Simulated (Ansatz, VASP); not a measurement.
MnSb in VASP and in Ansatz

The input INCAR:

```
SYSTEM = MnSb
  ALGO = Normal
  EDIFF = 1E-7
  ENCUT = 520
  GGA = PS
  ISIF = 2
  ISMEAR = -1
  ISPIN = 2
  LASPH = .True.
  LCHARG = .True.
  LELF = .True.
  LMAXMIX = 4
  LORBIT = 11
  LREAL = .False.
  LVHAR = .True.
  LWAVE = .False.
  MAGMOM = 4 4 0 0
  NBANDS = 30
  NELM = 150
  PREC = Accurate
  SIGMA = 0.1
```

Contents of KPOINTS:

```
k-points
0
Gamma
  9 9 6
  0 0 0
```

File POSCAR:

```
MnSb
1.0
    3.9311631843      0.0000000000      0.0000000000
   -1.9655815922      3.4044871840      0.0000000000
    0.0000000000      0.0000000000      5.4752104109
Mn Sb
2 2
Direct
    0.0000000000      0.0000000000      0.0000000000
    0.0000000000      0.0000000000      0.5000000000
    0.3333333333      0.6666666667      0.2500000000
    0.6666666667      0.3333333333      0.7500000000
```

Input for Ansatz:

```yaml
crystal:
  lattice:
    - [3.9311631843, 0.0, 0.0]
    - [-1.9655815922, 3.404487184, 0.0]
    - [0.0, 0.0, 5.4752104109]
  atoms:
    - { symbol: Mn, position: [0.0, 0.0, 0.0], spin: 4.0 }
    - { symbol: Mn, position: [0.0, 0.0, 0.5], spin: 4.0 }
    - { symbol: Sb, position: [0.3333333333, 0.6666666667, 0.25] }
    - { symbol: Sb, position: [0.6666666667, 0.3333333333, 0.75] }
magnetization:
  spin_polarized: true
kpoints:
  mp_grid: { grid: [9, 9, 6] }
scf:
  occupations: { method: fermi_dirac, width: 0.1 }
  lower_state_search: "off"
hamiltonian:
  xc: pbesol
  pseudopotentials: { kind: paw }
output:
  forces: true
  stress: true
  eigenvalues: true
  populations: true
```

Change from the starting cell: volume scaled by 0.85, PAW files.

Alike in both runs: task single point; functional PBEsol; k mesh 9 × 9 × 6; occupations fermi-dirac, width 0.1 eV; collinear spin.

|  | VASP | Ansatz |
| --- | --- | --- |
| version | VASP 6.6.1 | Ansatz 0.2.0 |
| potentials or method | VASP PAW PBE potentials, release 64 (Mn_pv, Sb) | PAW with Ansatz's default frozen-core files, scalar-relativistic |
| plane-wave cutoff (eV) | 520 | 420 |
| valence electrons in the cell | 36 | 60 |

```tsv
	VASP	Ansatz	Ansatz less VASP
pressure (GPa)	1.6	1.6	-0.01
traceless stress, the component that is largest in VASP (GPa)	-1.20	-1.23	-0.030
net moment per atom (μB)	1.34	1.35	+0.005
size of the moment on the site where the two differ most (μB)	0.11	0.08	-0.023
```

VASP's potentials were made for PBE, not for PBEsol. Site moments also hang on the region over which each program counts them. The functional is the same, so the differences come from potentials, cutoffs and numerics. VASP's potentials hold 36 valence electrons a cell and Ansatz's 60, so a difference there can come from the potentials and not from the codes.

Neither program's run includes spin-orbit coupling.
